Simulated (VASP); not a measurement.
# Sc3B2P in VASP: notebook

Runs on Sc3B2P. Level: PBE. Tasks: single point, relaxation of cell and atoms.

All numbers are computed with VASP 6.6.1; they aren't measurements. Logs are shortened: lines on timing, memory, paths and dates and some standing lists are left out, and cuts for length are marked.

**1. The cell of the first run**

It takes space group P4/mmm (No. 123, tetragonal). Conventional cell: a = 3.143 Å, b = 3.143 Å, c = 11.469 Å, α = 90.00°, β = 90.00°, γ = 90.00°. Within 3.2 Å of Sc (site symmetry 4mm) lie 4 B at 2.39 Å and 1 P at 2.63 Å and 4 Sc at 3.14 Å. Within 2.9 Å of Sc (site symmetry 4/mmm) lie 2 B at 2.22 Å. Within 2.9 Å of B (site symmetry 4mm) lie 5 Sc at 2.22 to 2.39 Å. P (site symmetry 4/mmm) has 2 Sc at 2.63 Å and 4 P at 3.14 Å within 3.5 Å.

**2. Single point, PBE**

Contents of INCAR:

```
ALGO = Normal
EDIFF = 1E-6
ENCUT = 520
GGA = PE
ISIF = 2
ISMEAR = 0
LASPH = True
LCHARG = False
LREAL = False
LWAVE = False
NBANDS = 31
NELM = 60
PREC = Accurate
SIGMA = 0.1
```

Contents of KPOINTS:

```
k-points
0
Gamma
  6 6 2
```

Contents of POSCAR:

```
Sc3B2P
1.0
    2.2222163386     -2.2222444276      0.0000000000
    2.2222163386      2.2222444276      0.0000000000
    0.0000000000      0.0000000000     11.4687268610
Sc B P
3 2 1
Direct
    0.0000000000      0.0000000000      0.7708229207
    0.0000000000      0.0000000000      0.2291770793
    0.5000000000      0.5000000000      0.5000000000
    0.5000000000      0.5000000000      0.6940039154
    0.5000000000      0.5000000000      0.3059960846
    0.0000000000      0.0000000000      0.0000000000
```

Potentials or basis: VASP PAW PBE potentials, release 64 (Sc_sv, B, P).

The run is started by

```
> cat potpaw_PBE.64/Sc_sv/POTCAR potpaw_PBE.64/B/POTCAR potpaw_PBE.64/P/POTCAR > POTCAR
> mpirun -np 1 vasp_std > vasp.out
```

OUTCAR:

```text
EDIFF = 1E-6
   ENCUT = 520
   GGA = PE
   ISIF = 2
   ISMEAR = 0
   LASPH = True
   LREAL = False
   NELM = 60
   PREC = Accurate

 ion  position               nearest neighbor table
   1  0.000  0.000  0.771-   4 2.39   4 2.39   4 2.39   4 2.39   6 2.63
   2  0.000  0.000  0.229-   5 2.39   5 2.39   5 2.39   5 2.39   6 2.63
   3  0.500  0.500  0.500-   4 2.22   5 2.22
   4  0.500  0.500  0.694-   3 2.22   1 2.39   1 2.39   1 2.39   1 2.39
   5  0.500  0.500  0.306-   3 2.22   2 2.39   2 2.39   2 2.39   2 2.39
   6  0.000  0.000  0.000-   1 2.63   2 2.63

  LATTYP: Found a base centered orthorhombic cell.
 ALAT       =     4.4444326772
 B/A-ratio  =     1.0000126401
 C/A-ratio  =     2.5804703759

  Lattice vectors:

 A1 = (   2.2222163386,  -2.2222444276,   0.0000000000)
 A2 = (   2.2222163386,   2.2222444276,   0.0000000000)
 A3 = (   0.0000000000,   0.0000000000,  11.4687268610)

Analysis of symmetry for initial positions (statically):
=====================================================================
 Subroutine PRICEL returns:
 Original cell was already a primitive cell.

 Routine SETGRP: Setting up the symmetry group for a
 base centered orthorhombic supercell.

 Subroutine GETGRP returns: Found  8 space group operations
 (whereof  8 operations were pure point group operations)
 out of a pool of  8 trial point group operations.

The static configuration has the point symmetry D_2h.

Analysis of symmetry for dynamics (positions and initial velocities):
=====================================================================
 Subroutine PRICEL returns:
 Original cell was already a primitive cell.

 Routine SETGRP: Setting up the symmetry group for a
 base centered orthorhombic supercell.

 Subroutine GETGRP returns: Found  8 space group operations
 (whereof  8 operations were pure point group operations)
 out of a pool of  8 trial point group operations.

The dynamic configuration has the point symmetry D_2h.

 Subroutine INISYM returns: Found  8 space group operations
 (whereof  8 operations are pure point group operations),
 and found     1 'primitive' translations

----------------------------------------------------------------------------------------

                                     Primitive cell

  volume of cell :     113.2722

  direct lattice vectors                    reciprocal lattice vectors
     2.222216339 -2.222244428  0.000000000     0.225000596 -0.224997752  0.000000000
     2.222216339  2.222244428  0.000000000     0.225000596  0.224997752  0.000000000
     0.000000000  0.000000000 11.468726861     0.000000000  0.000000000  0.087193636

  length of vectors
     3.142708347  3.142708347 11.468726861     0.318196883  0.318196883  0.087193636

  position of ions in fractional coordinates (direct lattice)
     0.000000000  0.000000000  0.770822921
     0.000000000  0.000000000  0.229177079
     0.500000000  0.500000000  0.500000000
     0.500000000  0.500000000  0.694003915
     0.500000000  0.500000000  0.305996085
     0.000000000  0.000000000  0.000000000

  ion indices of the primitive-cell ions
   primitive index   ion index
                 1           1
                 2           2
                 3           3
                 4           4
                 5           5
                 6           6

----------------------------------------------------------------------------------------

 KPOINTS: k-points

Automatic generation of k-mesh.
 Grid dimensions read from file:
 generate k-points for:    6    6    2

 Generating k-lattice:

  Cartesian coordinates                     Fractional coordinates (reciprocal lattice)
     0.037500099 -0.037499625  0.000000000     0.166666667  0.000000000  0.000000000
     0.037500099  0.037499625  0.000000000     0.000000000  0.166666667  0.000000000
     0.000000000  0.000000000  0.043596818     0.000000000  0.000000000  0.500000000

  Length of vectors
     0.053032814  0.053032814  0.043596818

  Shift w.r.t. Gamma in fractional coordinates (k-lattice)
     0.000000000  0.000000000  0.000000000

[... 47 lines left out ...]

 E-fermi :   3.6754     XC(G=0):  -9.8634

 val. band max:        3.6702280407   @ k =   0.3333   0.0000   0.0000
 cond. band min:       3.6842355474   @ k =   0.1667   0.0000   0.0000
 fundamental gap:      0.0140075067
 Fermi energy:         3.6754439122

 k-point     1 :       0.0000    0.0000    0.0000
  band No.  band energies     occupation
      1     -45.5334      2.00000
      2     -45.2915      2.00000
      3     -45.2915      2.00000
      4     -24.1477      2.00000
      5     -24.1477      2.00000
      6     -24.0658      2.00000
[... 23 lines left out ...]
     30       7.1439      0.00000
     31       7.1452      0.00000

 k-point     2 :       0.1667    0.0000    0.0000
  band No.  band energies     occupation
      1     -45.5254      2.00000
      2     -45.2830      2.00000
      3     -45.2830      2.00000
      4     -24.2248      2.00000
      5     -24.1412      2.00000
      6     -24.0535      2.00000
[... 23 lines left out ...]
     30       6.9157      0.00000
     31       7.0571      0.00000

 k-point     3 :       0.3333    0.0000    0.0000
  band No.  band energies     occupation
      1     -45.5093      2.00000
      2     -45.2660      2.00000
      3     -45.2660      2.00000
      4     -24.3757      2.00000
      5     -24.1281      2.00000
      6     -24.0717      2.00000
[... 23 lines left out ...]
     30       6.4678      0.00000
     31       6.7184      0.00000

 k-point     4 :       0.5000   -0.0000    0.0000
  band No.  band energies     occupation
      1     -45.5012      2.00000
      2     -45.2575      2.00000
      3     -45.2575      2.00000
      4     -24.4496      2.00000
      5     -24.1455      2.00000
      6     -24.1382      2.00000
[... 635 lines left out ...]
     30       6.2106      0.00000
     31       6.6644      0.00000

 k-point    23 :       0.3333    0.3333    0.5000
  band No.  band energies     occupation
      1     -45.4857      2.00000
      2     -45.2411      2.00000
      3     -45.2410      2.00000
      4     -24.3512      2.00000
      5     -24.3454      2.00000
      6     -24.0327      2.00000
[... 23 lines left out ...]
     30       6.2231      0.00000
     31       6.5885      0.00000

 k-point    24 :       0.5000    0.3333    0.5000
  band No.  band energies     occupation
      1     -45.4779      2.00000
      2     -45.2327      2.00000
      3     -45.2327      2.00000
      4     -24.4200      2.00000
      5     -24.3393      2.00000
      6     -24.0994      2.00000
[... 23 lines left out ...]
     30       6.5023      0.00000
     31       6.6976      0.00000

 [... further k-points ...]

------------------------ aborting loop because EDIFF is reached ----------------------------------------

  FORCE on cell =-STRESS in cart. coord.  units (eV):
  Direction    XX          YY          ZZ          XY          YZ          ZX
  --------------------------------------------------------------------------------------
  -------------------------------------------------------------------------------------
  Total        0.0798233      0.0789118      0.2753155     -0.0000000      0.0000000      0.0000000
  in kB        1.1290600      1.1161674      3.8941969     -0.0000000      0.0000000      0.0000000
  external PRESSURE =       2.0464748 kB  Pullay stress =       0.0000000 kB

 VOLUME and BASIS-vectors are now :
 -----------------------------------------------------------------------------
  energy-cutoff  :      520.00
  volume of cell :      113.27
      direct lattice vectors                 reciprocal lattice vectors
     2.222216339 -2.222244428  0.000000000     0.225000596 -0.224997752  0.000000000
     2.222216339  2.222244428  0.000000000     0.225000596  0.224997752  0.000000000
     0.000000000  0.000000000 11.468726861     0.000000000  0.000000000  0.087193636

 POSITION                                       TOTAL-FORCE (eV/Angst)
 -----------------------------------------------------------------------------------
      0.00000      0.00000      8.84036         0.000000      0.000000      0.011572
      0.00000      0.00000      2.62837         0.000000      0.000000     -0.011572
      2.22222      0.00000      5.73436        -0.000000      0.000000      0.000000
      2.22222      0.00000      7.95934        -0.000000      0.000000     -0.002418
      2.22222      0.00000      3.50939        -0.000000      0.000000      0.002418
      0.00000      0.00000      0.00000        -0.000000      0.000000      0.000000
 -----------------------------------------------------------------------------------
    total drift:                                0.000000      0.000000     -0.000000

  FREE ENERGIE OF THE ION-ELECTRON SYSTEM (eV)
  ---------------------------------------------------
  free  energy   TOTEN  =       -35.4103529477 eV

  energy  without entropy=      -35.3799426895  energy(sigma->0) =      -35.39514782
```

Run time: 3.3 min. Hardware: 1 thread of AMD EPYC 7R13 (Zen 3), shared host; peak memory 0.22 GiB.

What came out:

* Free energy: -35.4104 eV
* Pressure: 0.2 GPa
* Largest force: 0.012 eV/Å
* Band gap on the k mesh: zero (band 22 reaches 4.25 eV, above the bottom of band 23 at 2.52 eV)

Forces on the atoms (eV/Å):
```
Sc   0.000  0.000  0.012
Sc   0.000  0.000 -0.012
Sc   0.000  0.000  0.000
B    0.000  0.000 -0.002
B    0.000  0.000  0.002
P    0.000  0.000  0.000
```

Stress tensor (GPa, compression positive):
```
0.11 0.00 0.00
0.00 0.11 0.00
0.00 0.00 0.39
```

**3. Relaxation of cell and atoms, PBE**

This run uses another cell than the first one, of 16.22 Å³/atom, 0.859 times its volume.

Contents of INCAR:

```
SYSTEM = Sc3B2P
PREC     = Accurate       ! precision mode
ENCUT    = 600            ! plane-wave cutoff, eV
EDIFF    = 1E-6           ! SCF threshold, eV
ISMEAR   = 0              ! smearing method
SIGMA    = 0.1            ! smearing width, eV
LREAL    = .FALSE.        ! projectors in reciprocal space
LASPH    = .TRUE.         ! aspherical terms in the spheres
NELM     = 80             ! most SCF steps
ALGO     = Normal         ! electronic algorithm
ISIF     = 3              ! what is computed and relaxed
LWAVE    = .FALSE.        ! write WAVECAR
LCHARG   = .FALSE.        ! write CHGCAR
GGA      = PE             ! functional
IBRION   = 2              ! ionic algorithm
NSW      = 90             ! ionic steps
EDIFFG   = -0.04          ! ionic threshold
```

Contents of KPOINTS:

```
regular mesh
0
G
  6 6 2
  0 0 0
```

Contents of POSCAR:

```
Sc3B2P
1.0
    2.2499496600     -2.2899853500      0.0000000000
    2.2499496600      2.2899853500      0.0000000000
    0.0000000000      0.0000000000      9.4422322600
Sc B P
3 2 1
Direct
    0.0000000000      0.0000000000      0.8203993500
    0.0000000000      0.0000000000      0.1796006500
    0.5000000000      0.5000000000      0.5000000000
    0.5000000000      0.5000000000      0.7758024000
    0.5000000000      0.5000000000      0.2241976000
    0.0000000000      0.0000000000      0.0000000000
```

Potentials or basis: VASP PAW PBE potentials, release 64 (Sc_sv, B, P).

The run is started by

```
> cat potpaw_PBE.64/Sc_sv/POTCAR potpaw_PBE.64/B/POTCAR potpaw_PBE.64/P/POTCAR > POTCAR
> mpirun -np 1 vasp_std > vasp.out
```

Wall time 57 min (1 thread of AMD EPYC 7R13 (Zen 3), shared host); peak memory 0.27 GiB.

It converged, with:

```yaml
Free_energy: -35.4064 eV
Relaxed_volume: 18.91 Å³/atom
Relaxed_cell: a = 3.141 Å, b = 3.141 Å, c = 11.498 Å, α = 90.00°, β = 90.00°, γ = 90.08°
Space_group_after_relaxing_to_0.05_Å: P4/mmm (No. 123)
Energy_gained_by_relaxing: 2581.2 meV/atom
Ionic_steps: 39
Pressure_after_relaxing: 0.0 GPa
Largest_force_after_relaxing: 0.025 eV/Å
Band_gap_on_the_k_mesh: zero (band 22 reaches 4.23 eV, above the bottom of band 23 at 2.51 eV)
```

Forces on the atoms (eV/Å):
```
Sc   0.000  0.000 -0.013
Sc   0.000  0.000  0.013
Sc   0.000  0.000  0.000
B    0.000  0.000  0.025
B    0.000  0.000 -0.025
P    0.000  0.000  0.000
```

Stress tensor (GPa, compression positive):
```
 0.04  0.00  0.00
 0.00 -0.10  0.00
 0.00  0.00  0.10
```

Step by step:
| step | energy change (eV) | largest force (eV/Å) | pressure (GPa) | volume (Å³) |
| --- | --- | --- | --- | --- |
| 1 | 0.0000 | 22.2031 | 45.92 | 97.30 |
| 2 | -9.8084 | 0.9700 | -10.84 | 169.95 |
| 3 | -10.2484 | 0.6743 | -10.15 | 163.51 |
| 4 | -10.5678 | 0.4483 | -9.43 | 158.29 |
| 5 | -12.6969 | 0.8784 | -2.69 | 126.48 |
| 6 | -13.6040 | 1.1235 | 5.56 | 111.56 |
| 7 | -13.6116 | 0.8398 | 3.01 | 114.39 |
| 8 | -13.6275 | 0.8355 | 4.21 | 112.97 |
| 9 | -14.1653 | 0.9472 | -1.91 | 120.68 |
| 10 | -14.2256 | 0.9781 | -4.21 | 124.80 |
| 11 | -14.5726 | 1.3297 | -2.20 | 119.92 |
| 12 | -14.6928 | 1.9557 | 3.69 | 111.88 |
| 13 | -14.7339 | 1.7868 | 1.28 | 114.58 |
| 14 | -14.9605 | 0.7816 | 1.18 | 113.23 |
| 15 | -15.0268 | 0.0930 | 1.63 | 111.87 |
| 16 | -15.0271 | 0.1100 | 1.58 | 111.96 |
| 17 | -15.0531 | 0.3008 | 0.16 | 113.78 |
| 18 | -15.0561 | 0.3894 | -0.51 | 114.71 |
| 19 | -15.0689 | 0.3827 | -0.35 | 114.66 |
| 20 | -15.0975 | 0.3658 | 0.21 | 114.48 |
| 21 | -15.1111 | 0.3481 | 1.34 | 114.03 |
| 22 | -15.1190 | 0.3369 | 1.24 | 114.35 |
| 23 | -15.1409 | 0.2990 | 0.90 | 115.30 |
| 24 | -15.1796 | 0.2427 | 0.21 | 117.20 |
| 25 | -15.2422 | 0.1162 | -1.37 | 120.99 |
| 26 | -15.2434 | 0.1496 | -1.87 | 122.13 |
| 27 | -15.2580 | 0.1478 | -2.04 | 122.37 |
| 28 | -15.2801 | 0.4191 | -2.69 | 123.02 |
| 29 | -15.3209 | 0.3917 | -2.36 | 121.85 |
| 30 | -15.4191 | 0.2841 | -1.22 | 118.30 |
| 31 | -15.4329 | 0.4656 | 1.74 | 111.02 |
| 32 | -15.4606 | 0.2615 | 0.29 | 114.31 |
| 33 | -15.4605 | 0.2728 | 0.36 | 114.13 |
| 34 | -15.4668 | 0.2642 | 0.19 | 114.20 |
| 35 | -15.4764 | 0.2267 | -0.34 | 114.39 |
| 36 | -15.4827 | 0.1325 | -0.12 | 113.92 |
| 37 | -15.4847 | 0.1076 | 0.11 | 113.47 |
| 38 | -15.4865 | 0.0602 | 0.05 | 113.46 |
| 39 | -15.4871 | 0.0246 | 0.01 | 113.45 |

Final structure:
```
CELL_PARAMETERS angstrom
2.21974 -2.22268 0.00000
2.21974 2.22268 0.00000
0.00000 0.00000 11.49776
ATOMIC_POSITIONS crystal
Sc 0.00000 0.00000 0.77121
Sc 0.00000 0.00000 0.22879
Sc 0.50000 0.50000 0.50000
B 0.50000 0.50000 0.69367
B 0.50000 0.50000 0.30633
P 0.00000 0.00000 0.00000
```

Levels at points of the mesh, in eV from the Fermi level:
| k point | band 18 | band 19 | band 20 | band 21 | band 22 | band 23 | band 24 | band 25 | band 26 |
| --- | --- | --- | --- | --- | --- | --- | --- | --- | --- |
| (0.00, 0.00, 0.00) | -1.78 | -1.07 | 0.07 | 0.31 | 0.55 | 1.08 | 1.09 | 1.34 | 1.35 |
| (0.50, 0.00, 0.00) | -3.08 | -1.76 | -0.68 | -0.47 | 0.26 | 0.29 | 0.41 | 0.45 | 0.51 |
| (0.50, 0.50, 0.00) | -2.15 | -2.14 | -1.68 | -1.67 | -1.19 | -1.02 | -0.76 | 0.81 | 2.01 |
| (0.00, 0.00, 0.50) | -1.95 | -1.00 | 0.08 | 0.30 | 0.56 | 0.99 | 1.00 | 1.65 | 2.01 |
| (0.50, 0.00, 0.50) | -3.26 | -1.71 | -1.15 | 0.25 | 0.28 | 0.41 | 0.44 | 0.50 | 0.54 |
| (0.50, 0.50, 0.50) | -2.04 | -2.03 | -1.76 | -1.75 | -1.17 | -1.16 | -0.57 | 0.75 | 2.28 |

Caveat: the volume moved by over 15 % at a fixed basis, so the end points are rough.

**4. Single point, PBE, collinear spin, ferromagnetic start**

Contents of INCAR:

```
SYSTEM = Sc3B2P
PREC = Accurate ; ENCUT = 520
EDIFF = 1E-7 ; ISMEAR = 0
SIGMA = 0.1 ; LREAL = .FALSE.
LASPH = .TRUE. ; NELM = 150
ALGO = Normal ; ISIF = 2
LWAVE = .FALSE. ; LCHARG = .FALSE.
ISPIN = 2 ; MAGMOM = 1 1 1 0 0 0
LORBIT = 11 ; LMAXMIX = 4
GGA = PE ; NBANDS = 35
```

Contents of KPOINTS:

```
Automatic mesh
0
G
  6 6 2
  0 0 0
```

Contents of POSCAR:

```
Sc3B2P
1.0
    3.1427083466      0.0000000000      0.0000000000
    0.0000000000      3.1427083466      0.0000000000
    0.0000000000      0.0000000000     11.4687268610
Sc B P
3 2 1
Direct
    0.0000000000      0.0000000000      0.7708229207
    0.0000000000      0.0000000000      0.2291770793
    0.5000000000      0.5000000000      0.5000000000
    0.5000000000      0.5000000000      0.6940039154
    0.5000000000      0.5000000000      0.3059960846
    0.0000000000      0.0000000000      0.0000000000
```

The run is started by

```
> cat potpaw_PBE.64/Sc_sv/POTCAR potpaw_PBE.64/B/POTCAR potpaw_PBE.64/P/POTCAR > POTCAR
> mpirun -np 1 vasp_std > vasp.out
```

Run time: 4 min. Hardware: 1 thread of AMD EPYC 7R13 (Zen 3), shared host; peak memory 0.29 GiB.

The run converged. Its results:

* Free energy: -35.4108 eV
* Pressure: 0.2 GPa
* Largest force: 0.013 eV/Å
* Net moment: 0.23 μB per cell
* Site moments: Sc -0.00, +0.13; B +0.00; P +0.01 μB
* Valence electrons inside the program's atomic spheres: Sc 9.54; B 1.74; P 2.39

Forces in eV/Å, atoms in the order of the input:
```
Sc   0.000  0.000  0.008
Sc   0.000  0.000 -0.008
Sc   0.000  0.000  0.000
B    0.000  0.000  0.013
B    0.000  0.000 -0.013
P    0.000  0.000  0.000
```

Stress tensor (GPa, compression positive):
```
0.08 0.00 0.00
0.00 0.08 0.00
0.00 0.00 0.45
```

Levels at points of the mesh, in eV from the Fermi level:
Spin up:
```
           k point  band 19  band 20  band 21  band 22  band 23  band 24  band 25  band 26
(0.00, 0.00, 0.00)    -1.16     0.02     0.32     0.51     1.08     1.08     1.34     1.34
(0.50, 0.00, 0.00)    -1.76    -0.70    -0.49     0.18     0.24     0.39     0.44     0.47
(0.50, 0.50, 0.00)    -2.15    -1.67    -1.67    -1.22    -1.03    -0.85     0.81     2.01
(0.00, 0.00, 0.50)    -1.10     0.02     0.30     0.52     0.99     0.99     1.61     1.61
(0.50, 0.00, 0.50)    -1.72    -1.17     0.17     0.23     0.40     0.43     0.49     0.49
(0.50, 0.50, 0.50)    -2.04    -1.75    -1.75    -1.19    -1.19    -0.63     0.75     2.27
```
Spin down:
```csv
k point,band 17,band 18,band 19,band 20,band 21,band 22,band 23,band 24,band 25,band 26
"(0.00, 0.00, 0.00)",-3.29,-1.76,-0.96,0.12,0.32,0.62,1.08,1.08,1.35,1.35
"(0.50, 0.00, 0.00)",-3.48,-3.08,-1.75,-0.65,-0.48,0.23,0.38,0.40,0.47,0.56
"(0.50, 0.50, 0.00)",-2.45,-2.14,-2.14,-1.67,-1.67,-1.16,-1.02,-0.67,0.83,2.03
"(0.00, 0.00, 0.50)",-2.78,-1.93,-0.90,0.13,0.31,0.63,0.99,0.99,1.60,1.60
"(0.50, 0.00, 0.50)",-3.33,-3.27,-1.70,-1.14,0.23,0.38,0.39,0.46,0.51,0.59
"(0.50, 0.50, 0.50)",-2.49,-2.03,-2.03,-1.75,-1.75,-1.14,-1.14,-0.50,0.77,2.27
```

**5. The runs side by side**

```tsv
task	spin	cell	cutoff (eV)	gap on the mesh (eV)	pressure (GPa)	largest force (eV/Å)
single point	off	a = 3.143, b = 3.143, c = 11.469 Å, 6 atoms	520	none	0.2	0.01
relaxation of cell and atoms	off	relaxed from a = 3.210, b = 3.210, c = 9.442 Å, angles 90.0, 90.0, 91.0°, 6 atoms	600	none	0.0	0.02
single point	collinear, ferromagnetic start	a = 3.143, b = 3.143, c = 11.469 Å, 6 atoms	520	none	0.2	0.01
```

Alike in all rows: level PBE; potentials or basis VASP PAW PBE potentials, release 64 (Sc_sv, B, P); k mesh 6 × 6 × 2; smearing gaussian 0.1 eV.

Caveats: the volume moved by over 15 % at a fixed basis, so the end points are rough (some runs).

Absolute energies hang on the potentials; compare differences alone.
